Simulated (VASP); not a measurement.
# Cu (Fm-3m) in VASP: a series of runs

Cu is run at these levels: r2SCAN50, PBE0; tasks: single point.

Program: VASP 6.6.1. These are calculated values, not measurements. Logs are shortened: lines on timing, memory, paths and dates and some standing lists are left out, and cuts for length are marked.

## Step 1: The cell of the first run

Symmetry: Fm-3m, No. 225, cubic system. Conventional cell: a = 3.686 Å, b = 3.686 Å, c = 3.686 Å, α = 90.00°, β = 90.00°, γ = 90.00°. Within 3.4 Å of Cu (site symmetry m-3m) lie 12 Cu at 2.61 Å.

## Step 2: Single point, r2SCAN50

File POSCAR:

```
Cu
1.0
    0.0000000000      1.8429501765      1.8429501765
    1.8429501765      0.0000000000      1.8429501765
    1.8429501765      1.8429501765      0.0000000000
Cu
1
Direct
    0.0000000000      0.0000000000      0.0000000000
```

File INCAR.step1:

```
ALGO     = Normal         # electronic algorithm
EDIFF    = 1E-5           # SCF threshold, eV
ENCUT    = 580            # plane-wave cutoff, eV
GGA      = PE             # functional
GGA_COMPAT= F            
ISIF     = 2              # what is computed and relaxed
ISMEAR   = -1             # smearing method
LASPH    = T              # aspherical terms in the spheres
LCHARG   = F              # write CHGCAR
LREAL    = F              # projectors in reciprocal space
LWAVE    = T              # write WAVECAR
NBANDS   = 12             # bands
NELM     = 120            # most SCF steps
PREC     = Accurate       # precision mode
SIGMA    = 0.05           # smearing width, eV
```

File INCAR.step2:

```
AEXX     = 0.5            # exact-exchange fraction
ALGO     = Normal         # electronic algorithm
EDIFF    = 1E-6           # SCF threshold, eV
ENCUT    = 580            # plane-wave cutoff, eV
GGA_COMPAT= F            
ISIF     = 2              # what is computed and relaxed
ISMEAR   = -1             # smearing method
ISTART   = 1            
LASPH    = T              # aspherical terms in the spheres
LCHARG   = F              # write CHGCAR
LHFCALC  = T              # exact exchange
LMIXTAU  = T            
LREAL    = F              # projectors in reciprocal space
LWAVE    = F              # write WAVECAR
METAGGA  = R2SCAN         # meta-GGA
NBANDS   = 12             # bands
NELM     = 120            # most SCF steps
PREC     = Accurate       # precision mode
PRECFOCK = Normal       
SIGMA    = 0.05           # smearing width, eV
```

File KPOINTS:

```
k-points
0
Gamma
  7 7 7
```

Potentials or basis: VASP PAW PBE potentials, release 64 (Cu).

On the command line:

```sh
$ cat potpaw_PBE.64/Cu/POTCAR > POTCAR
$ cp INCAR.step1 INCAR
$ mpirun -np 1 vasp_std > vasp.out
$ cp INCAR.step2 INCAR
$ mpirun -np 1 vasp_std > vasp.out
```

OUTCAR:

```text
AEXX = 0.5
   EDIFF = 1E-6
   ENCUT = 580
   ISIF = 2
   ISMEAR = -1
   ISTART = 1
   LASPH = T
   LHFCALC = T
   LREAL = F
   METAGGA = R2SCAN
   NELM = 120
   PREC = Accurate
   PRECFOCK = Normal

 ion  position               nearest neighbor table
   1  0.000  0.000  0.000-

  LATTYP: Found a face centered cubic cell.
 ALAT       =     3.6859003530

  Lattice vectors:

 A1 = (   0.0000000000,   1.8429501765,   1.8429501765)
 A2 = (   1.8429501765,   0.0000000000,   1.8429501765)
 A3 = (   1.8429501765,   1.8429501765,   0.0000000000)

Analysis of symmetry for initial positions (statically):
=====================================================================
 Subroutine PRICEL returns:
 Original cell was already a primitive cell.

 Routine SETGRP: Setting up the symmetry group for a
 face centered cubic supercell.

 Subroutine GETGRP returns: Found 48 space group operations
 (whereof 48 operations were pure point group operations)
 out of a pool of 48 trial point group operations.

The static configuration has the point symmetry O_h .

Analysis of symmetry for dynamics (positions and initial velocities):
=====================================================================
 Subroutine PRICEL returns:
 Original cell was already a primitive cell.

 Routine SETGRP: Setting up the symmetry group for a
 face centered cubic supercell.

 Subroutine GETGRP returns: Found 48 space group operations
 (whereof 48 operations were pure point group operations)
 out of a pool of 48 trial point group operations.

The dynamic configuration has the point symmetry O_h .

 Subroutine INISYM returns: Found 48 space group operations
 (whereof 48 operations are pure point group operations),
 and found     1 'primitive' translations

----------------------------------------------------------------------------------------

                                     Primitive cell

  volume of cell :      12.5190

  direct lattice vectors                    reciprocal lattice vectors
     0.000000000  1.842950177  1.842950177    -0.271304133  0.271304133  0.271304133
     1.842950177  0.000000000  1.842950177     0.271304133 -0.271304133  0.271304133
     1.842950177  1.842950177  0.000000000     0.271304133  0.271304133 -0.271304133

  length of vectors
     2.606325134  2.606325134  2.606325134     0.469912543  0.469912543  0.469912543

  position of ions in fractional coordinates (direct lattice)
     0.000000000  0.000000000  0.000000000

  ion indices of the primitive-cell ions
   primitive index   ion index
                 1           1

----------------------------------------------------------------------------------------

 KPOINTS: k-points

Automatic generation of k-mesh.
 Grid dimensions read from file:
 generate k-points for:    7    7    7

 Generating k-lattice:

  Cartesian coordinates                     Fractional coordinates (reciprocal lattice)
    -0.038757733  0.038757733  0.038757733     0.142857143  0.000000000  0.000000000
     0.038757733 -0.038757733  0.038757733     0.000000000  0.142857143  0.000000000
     0.038757733  0.038757733 -0.038757733     0.000000000  0.000000000  0.142857143

  Length of vectors
     0.067130363  0.067130363  0.067130363

  Shift w.r.t. Gamma in fractional coordinates (k-lattice)
     0.000000000  0.000000000  0.000000000

 Subroutine IBZKPT returns following result:
 ===========================================

 Found     20 irreducible k-points:

 Following reciprocal coordinates:
            Coordinates               Weight
  0.000000  0.000000  0.000000      1.000000
  0.142857  0.000000  0.000000      8.000000
  0.285714  0.000000  0.000000      8.000000
  0.428571  0.000000  0.000000      8.000000
  0.142857  0.142857  0.000000      6.000000
  0.285714  0.142857  0.000000     24.000000
[... 12 lines left out ...]
 -0.428571  0.428571  0.142857     24.000000
 -0.285714  0.428571  0.142857     24.000000
   k-points           NKPTS =     20   k-points in BZ     NKDIM =    343   number of bands    NBANDS=     12
   number of dos      NEDOS =    301   number of ions     NIONS =      1
   total plane-waves  NPLWV =   8000
   dimension x,y,z NGX =    20 NGY =   20 NGZ =   20
   dimension x,y,z NGXF=    40 NGYF=   40 NGZF=   40
   ions per type =               1
   NGX,Y,Z   is equivalent  to a cutoff of  12.76, 12.76, 12.76 a.u.
   NGXF,Y,Z  is equivalent  to a cutoff of  25.51, 25.51, 25.51 a.u.
 SYSTEM =  unknown system
   PREC   = accura    normal or accurate (medium, high low for compatibility)
   ISTART =      1    job   : 0-new  1-cont  2-samecut
   ICHARG =      0    charge: 1-file 2-atom 10-const
   ISPIN  =      1    spin polarized calculation?
   LNONCOLLINEAR =      F non collinear calculations
   LSORBIT =      F    spin-orbit coupling
   LASPH  =      T    aspherical Exc in radial PAW
   ENCUT  =  580.0 eV  42.63 Ry    6.53 a.u.   5.12  5.12  5.12*2*pi/ulx,y,z
   NELM   =    120;   NELMIN=  2; NELMDL=  0     # of ELM steps
   EDIFF  = 0.1E-05   stopping-criterion for ELM
   LREAL  =      F    real-space projection
   EDIFFG = 0.1E-04   stopping-criterion for IOM
   NSW    =      0    number of steps for IOM
   IBRION =     -1    ionic relax: 0-MD 1-quasi-New 2-CG
   NFREE  =      0    steps in history (QN), initial steepest desc. (CG)
   ISIF   =      2    stress and relaxation
   ISYM   =      3    0-nonsym 1-usesym 2-fastsym
   POTIM  = 0.5000    time-step for ionic-motion
   TEBEG  =    0.0;   TEEND  =   0.0 temperature during run
   PSTRESS=    0.0 pullay stress
   NELECT =      11.0000    total number of electrons
   NUPDOWN=      -1.0000    fix difference up-down
   EMIN   =  10.00;   EMAX   =-10.00  energy-range for DOS
   EFERMI =   0.00;   METHOD = LEGACY
   ISMEAR =    -1;   SIGMA  =   0.05  broadening in eV -4-tet -1-fermi 0-gaus
   EFERMI_NEDOS =   21; number of points for ismear=-14 and -15
   IALGO  =     38    algorithm
   IMIX   =      1    mixing-type and parameters
     AMIX     =   0.40;   BMIX     =  1.00
     AMIX_MAG =   1.60;   BMIX_MAG =  1.00
  volume/ion in A,a.u.               =      12.52        84.48
  Fermi-wavevector in a.u.,A,eV,Ry     =   1.568010  2.963109 33.452033  2.458655
  Thomas-Fermi vector in A             =   2.670105
   LORBIT       =      0    0 simple, 1 ext, 2 COOP (PROOUT), +10 PAW based schemes
   METAGGA = R2SCAN    functional components
   LHFCALC =     T    Hartree Fock is set to
   PRECFOCK=normal    Normal, Fast or Accurate (Low or Medium for compatibility)
   ENCUT4O =  -1.0   cutoff for four orbital integrals eV
   NKREDX  =     1    reduce k-point grid by
   NKREDY  =     1    reduce k-point grid by
   NKREDZ  =     1    reduce k-point grid by
   AEXX    =    0.5000 exact exchange contribution
   HFSCREEN=    0.0000 screening length (either q_TF or 0.3 A-1)
   HFSCREENC=   0.0000 screening length for correlation (either q_TF or 0.3 A-1)
   ENCUTFOCK=  -1.0 apply spherical cutoff to Coloumb kernel
   IVDW    =     0    specifies the selected vdW correction
   LEPSILON=     F    determine dielectric tensor
   LRPA    =     F    only Hartree local field effects (RPA)
 non-spin polarized calculation
  energy-cutoff  :      580.00
  volume of cell :       12.52
 maximum number of plane-waves:       411
  NGX = 16; NGY = 16; NGZ = 16

 number of electron      10.9999987 magnetization

 Free energy of the ion-electron system (eV)
  ---------------------------------------------------
  ext. energy  EPLUGINS =         0.00000000
  ---------------------------------------------------
  free energy    TOTEN  =        -8.12240372 eV

  energy without entropy =       -8.12121545  energy(sigma->0) =       -8.12180958

 E-fermi :   7.2351     XC(G=0):  -7.2162

 val. band max:        4.7354508120   @ k =   0.4286   0.2857   0.0000
 cond. band min:       7.2519352198   @ k =   0.4286   0.4286   0.0000
 fundamental gap:      2.5164844078
 Fermi energy:         7.2351101319

 k-point     1 :       0.0000    0.0000    0.0000
  band No.  band energies     occupation
      1      -5.3287      2.00000
      2      -0.3213      2.00000
      3      -0.3213      2.00000
      4      -0.3213      2.00000
      5       0.4214      2.00000
      6       0.4214      2.00000
      7      31.8198      0.00000
      8      34.9469      0.00000
      9      34.9469      0.00000
     10      34.9469      0.00000
     11      37.6740      0.00000
     12      37.6740      0.00000

 k-point     2 :       0.1429    0.0000    0.0000
  band No.  band energies     occupation
      1      -4.4362      2.00000
      2      -0.4279      2.00000
      3      -0.1980      2.00000
      4      -0.1980      2.00000
      5       0.4088      2.00000
      6       0.4088      2.00000
      7      27.4096      0.00000
      8      32.4505      0.00000
      9      33.6302      0.00000
     10      33.6302      0.00000
     11      39.0223      0.00000
     12      39.6779      0.00000

 k-point     3 :       0.2857    0.0000    0.0000
  band No.  band energies     occupation
      1      -2.4729      2.00000
      2      -0.2267      2.00000
      3      -0.2267      2.00000
      4       0.1163      2.00000
      5       0.7249      2.00000
      6       0.7249      2.00000
      7      19.9779      0.00000
      8      31.3759      0.00000
      9      32.4360      0.00000
     10      32.4360      0.00000
     11      37.4534      0.00000
     12      37.4534      0.00000
[... 226 lines left out ...]
 k-point    19 :      -0.4286    0.4286    0.1429
  band No.  band energies     occupation
      1      -1.6680      2.00000
      2      -1.3564      2.00000
      3       0.2372      2.00000
      4       0.8008      2.00000
      5       1.3419      2.00000
      6       9.7345      0.00000
      7      18.4925      0.00000
      8      18.9093      0.00000
      9      20.2012      0.00000
     10      32.2717      0.00000
     11      34.7689      0.00000
     12      43.5545      0.00000

 k-point    20 :      -0.2857    0.4286    0.1429
  band No.  band energies     occupation
      1      -1.3797      2.00000
      2      -0.9594      2.00000
      3      -0.3515      2.00000
      4       0.5014      2.00000
      5       1.3354      2.00000
      6      13.5958      0.00000
      7      14.2078      0.00000
      8      17.3449      0.00000
      9      21.0332      0.00000
     10      33.9403      0.00000
     11      40.3134      0.00000
     12      40.6631      0.00000

------------------------ aborting loop because EDIFF is reached ----------------------------------------

  FORCE on cell =-STRESS in cart. coord.  units (eV):
  Direction    XX          YY          ZZ          XY          YZ          ZX
  --------------------------------------------------------------------------------------
  -------------------------------------------------------------------------------------
  Total       -0.4299398     -0.4299398     -0.4299398      0.0000000     -0.0000000      0.0000000
  in kB      -55.0233999    -55.0233999    -55.0233999      0.0000000     -0.0000000      0.0000000
  external PRESSURE =     -55.0233999 kB  Pullay stress =       0.0000000 kB

 VOLUME and BASIS-vectors are now :
 -----------------------------------------------------------------------------
  energy-cutoff  :      580.00
  volume of cell :       12.52
      direct lattice vectors                 reciprocal lattice vectors
     0.000000000  1.842950177  1.842950177    -0.271304133  0.271304133  0.271304133
     1.842950177  0.000000000  1.842950177     0.271304133 -0.271304133  0.271304133
     1.842950177  1.842950177  0.000000000     0.271304133  0.271304133 -0.271304133

 POSITION                                       TOTAL-FORCE (eV/Angst)
 -----------------------------------------------------------------------------------
      0.00000      0.00000      0.00000         0.000000      0.000000      0.000000
 -----------------------------------------------------------------------------------
    total drift:                                0.000000     -0.000000      0.000000

  FREE ENERGIE OF THE ION-ELECTRON SYSTEM (eV)
  ---------------------------------------------------
  free  energy   TOTEN  =        -8.1224037178 eV

  energy  without entropy=       -8.1212154497  energy(sigma->0) =       -8.12180958
```

It took 21 min on 1 thread of AMD EPYC 7R43 (Zen 3), shared host; peak memory 0.1 GiB.

What came out:

* Free energy: -8.1224 eV
* Pressure: -5.5 GPa
* Band gap on the k mesh: zero (an odd number of electrons rules out a gap without spin polarisation)

Levels at points of the mesh, in eV from the Fermi level:
| k point | band 4 | band 5 | band 6 | band 7 | band 8 | band 9 |
| --- | --- | --- | --- | --- | --- | --- |
| (0.00, 0.00, 0.00) | -7.56 | -6.81 | -6.81 | 24.58 | 27.71 | 27.71 |

Caveat: the k points lie up to 0.42 Å⁻¹ apart, too coarse for converged energies and pressures of a metal; the PAW data sets were made with another functional, which shifts forces and pressure a little.

## Step 3: Single point, r2SCAN50

This run uses another cell than the first one, of 11.57 Å³/atom.

File POSCAR:

```
Cu
1.0
    0.0000000000      1.7953687620      1.7953687620
    1.7953687620      0.0000000000      1.7953687620
    1.7953687620      1.7953687620      0.0000000000
Cu
1
Direct
    0.0000000000      0.0000000000      0.0000000000
```

File INCAR.step1:

```
SYSTEM = Cu
PREC = Accurate
ENCUT = 580
EDIFF = 1E-5
ISMEAR = -1
SIGMA = 0.05
LREAL = .False.
LASPH = .True.
NELM = 120
ALGO = Normal
ISIF = 2
LWAVE = .True.
GGA = PE
NBANDS = 12
GGA_COMPAT = .False.
```

File INCAR.step2:

```
SYSTEM = Cu
PREC = Accurate
ENCUT = 580
EDIFF = 1E-6
ISMEAR = -1
SIGMA = 0.05
LREAL = .False.
LASPH = .True.
NELM = 120
ALGO = Normal
ISIF = 2
LWAVE = .False.
LCHARG = .True.
METAGGA = R2SCAN
LHFCALC = .True.
AEXX = 0.5
LMIXTAU = .True.
PRECFOCK = Normal
LELF = .True.
LVHAR = .True.
ISTART = 1
NBANDS = 12
GGA_COMPAT = .False.
```

File KPOINTS:

```
regular mesh
0
Gamma
  7 7 7
  0 0 0
```

Potentials or basis: VASP PAW PBE potentials, release 64 (Cu).

On the command line:

```sh
$ cat potpaw_PBE.64/Cu/POTCAR > POTCAR
$ cp INCAR.step1 INCAR
$ mpirun -np 1 vasp_std > vasp.out
$ cp INCAR.step2 INCAR
$ mpirun -np 1 vasp_std > vasp.out
```

OUTCAR:

```text
SYSTEM = Cu
   PREC = Accurate
   ENCUT = 580
   EDIFF = 1E-6
   ISMEAR = -1
   LREAL = .False.
   LASPH = .True.
   NELM = 120
   ISIF = 2
   METAGGA = R2SCAN
   LHFCALC = .True.
   AEXX = 0.5
   PRECFOCK = Normal
   ISTART = 1

 ion  position               nearest neighbor table
   1  0.000  0.000  0.000-

  LATTYP: Found a face centered cubic cell.
 ALAT       =     3.5907375240

  Lattice vectors:

 A1 = (   0.0000000000,   1.7953687620,   1.7953687620)
[... 480 lines left out ...]
     10      36.1224      0.00000
     11      42.6649      0.00000
     12      43.3343      0.00000

------------------------ aborting loop because EDIFF is reached ----------------------------------------

  FORCE on cell =-STRESS in cart. coord.  units (eV):
  Direction    XX          YY          ZZ          XY          YZ          ZX
  --------------------------------------------------------------------------------------
  -------------------------------------------------------------------------------------
  Total        0.2692722      0.2692722      0.2692722      0.0000000     -0.0000000      0.0000000
  in kB       37.2744398     37.2744398     37.2744398      0.0000000     -0.0000000      0.0000000
  external PRESSURE =      37.2744398 kB  Pullay stress =       0.0000000 kB

 VOLUME and BASIS-vectors are now :
 -----------------------------------------------------------------------------
  energy-cutoff  :      580.00
  volume of cell :       11.57
      direct lattice vectors                 reciprocal lattice vectors
     0.000000000  1.795368762  1.795368762    -0.278494319  0.278494319  0.278494319
     1.795368762  0.000000000  1.795368762     0.278494319 -0.278494319  0.278494319
     1.795368762  1.795368762  0.000000000     0.278494319  0.278494319 -0.278494319

 POSITION                                       TOTAL-FORCE (eV/Angst)
 -----------------------------------------------------------------------------------
      0.00000      0.00000      0.00000         0.000000      0.000000      0.000000
 -----------------------------------------------------------------------------------
    total drift:                               -0.000000      0.000000     -0.000000

  FREE ENERGIE OF THE ION-ELECTRON SYSTEM (eV)
  ---------------------------------------------------
  free  energy   TOTEN  =        -8.1279305835 eV

  energy  without entropy=       -8.1267423826  energy(sigma->0) =       -8.12733648
```

OSZICAR.step1:

```text
N       E                     dE             d eps       ncg     rms          rms(c)
DAV:   1     0.450466585777E+02    0.45047E+02   -0.57320E+03   520   0.166E+03
DAV:   2    -0.316220955710E+01   -0.48209E+02   -0.43600E+02   492   0.214E+02
DAV:   3    -0.465352762573E+01   -0.14913E+01   -0.14864E+01   572   0.423E+01
DAV:   4    -0.466295881921E+01   -0.94312E-02   -0.94294E-02   572   0.300E+00
DAV:   5    -0.466306720000E+01   -0.10838E-03   -0.10838E-03   544   0.314E-01    0.771E+00
DAV:   6    -0.413233975164E+01    0.53073E+00   -0.14304E+01   564   0.723E+01    0.382E+00
DAV:   7    -0.377460342540E+01    0.35774E+00   -0.21979E+00   576   0.285E+01    0.563E-01
DAV:   8    -0.376399015856E+01    0.10613E-01   -0.47987E-03   588   0.121E+00    0.329E-01
DAV:   9    -0.376209917391E+01    0.18910E-02   -0.11641E-02   592   0.191E+00    0.307E-02
DAV:  10    -0.376209930768E+01   -0.13376E-06   -0.41570E-05   560   0.111E-01
   1 F= -.37620993E+01 E0= -.37615024E+01  d E =-.119390E-02
```

Run time: 14 min. Hardware: 1 thread of Intel Xeon Platinum 8375C at 2.90GHz (Ice Lake), shared host; peak memory 0.14 GiB.

What came out:

```yaml
Free_energy: -8.1279 eV
Pressure: 3.7 GPa
Band_gap_on_the_k_mesh: zero (an odd number of electrons rules out a gap without spin polarisation)
```

Caveat: the k points lie up to 0.43 Å⁻¹ apart, too coarse for converged energies and pressures of a metal; the PAW data sets were made with another functional, which shifts forces and pressure a little.

(Continued in part 2 of 2.)
